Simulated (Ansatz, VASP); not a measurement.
**GaN in VASP and in Ansatz**

The input POSCAR:

```
GaN
1.0
    3.1761933982      0.0000000000      0.0000000000
   -1.5880966991      2.7506641701      0.0000000000
    0.0000000000      0.0000000000      5.1734693907
Ga N
2 2
Direct
    0.3333333333      0.6666666667     -0.0008484984
    0.6666666667      0.3333333333      0.4991515016
    0.3333333333      0.6666666667      0.3758484984
    0.6666666667      0.3333333333      0.8758484984
```

The input INCAR.step1:

```
PREC     = Accurate       # precision mode
ENCUT    = 910            # plane-wave cutoff, eV
ISMEAR   = -1             # smearing method
SIGMA    = 0.03           # smearing width, eV
LREAL    = False          # projectors in reciprocal space
LASPH    = True           # aspherical terms in the spheres
NELM     = 120            # most SCF steps
NBANDS   = 26             # bands
GGA      = PE             # functional
ALGO     = Normal         # electronic algorithm
EDIFF    = 1E-5           # SCF threshold, eV
LWAVE    = True           # write WAVECAR
LCHARG   = False          # write CHGCAR
GGA_COMPAT= False
```

Contents of INCAR.step2:

```
PREC     = Accurate       # precision mode
ENCUT    = 910            # plane-wave cutoff, eV
EDIFF    = 1E-6           # SCF threshold, eV
ISMEAR   = -1             # smearing method
SIGMA    = 0.03           # smearing width, eV
LREAL    = False          # projectors in reciprocal space
LASPH    = True           # aspherical terms in the spheres
NELM     = 120            # most SCF steps
ALGO     = Normal         # electronic algorithm
ISIF     = 2              # what is computed and relaxed
LWAVE    = False          # write WAVECAR
LCHARG   = False          # write CHGCAR
METAGGA  = R2SCAN         # meta-GGA
LMIXTAU  = True         
LUSE_VDW = True         
IVDW_NL  = 2            
BPARAM   = 11.95        
CPARAM   = 0.0093       
NBANDS   = 26             # bands
ISTART   = 1            
GGA_COMPAT= False
```

Contents of KPOINTS:

```
Automatic mesh
0
Gamma
  12 12 6
```

Input for Ansatz:

```yaml
crystal:
  lattice:
    - [3.1761933982, 0.0, 0.0]
    - [-1.5880966991, 2.7506641701, 0.0]
    - [0.0, 0.0, 5.1734693907]
  atoms:
    - { symbol: Ga, position: [0.3333333333, 0.6666666667, -0.0008484984] }
    - { symbol: Ga, position: [0.6666666667, 0.3333333333, 0.4991515016] }
    - { symbol: "N", position: [0.3333333333, 0.6666666667, 0.3758484984] }
    - { symbol: "N", position: [0.6666666667, 0.3333333333, 0.8758484984] }
kpoints:
  mp_grid: { grid: [12, 12, 6] }
  band_path:
    path:
      - [0.0, 0.0, 0.0]
      - [0.5, 0.0, 0.0]
      - [0.3333333333, 0.3333333333, 0.0]
      - [0.0, 0.0, 0.5]
      - [0.5, 0.0, 0.5]
      - [0.3333333333, 0.3333333333, 0.5]
    npoints: 1
hamiltonian:
  xc: r2scan
  dispersion: rvv10
scf:
  occupations: { method: fermi_dirac, width: 0.03 }
  n_extra_bands: 5
output:
  forces: true
  stress: true
  eigenvalues: true
  write_density: true
  write_potential: true
  elf: true
  volumetric_format: npy
```

Alike in both runs: task single point; functional r2SCAN; dispersion rVV10; k mesh 12 × 12 × 6; occupations fermi-dirac, width 0.03 eV; no spin polarisation.

|  | VASP | Ansatz |
| --- | --- | --- |
| version | VASP 6.6.1 | Ansatz 0.2.0 |
| potentials or method | VASP PAW PBE potentials, release 64 (Ga_d, N_h) | plane waves, PAW |
| plane-wave cutoff (eV) | 910 | 500 |
| valence electrons in the cell | 36 | 36 |

|  | VASP | Ansatz | Ansatz less VASP |
| --- | --- | --- | --- |
| gap on the k mesh at the Fermi level (eV) | 2.35 | 2.35 | +0.008 |

VASP's potentials were made for PBE, not for r2SCAN.

Noted on VASP's run: the cutoff is short for stress, so the pressure is rough.
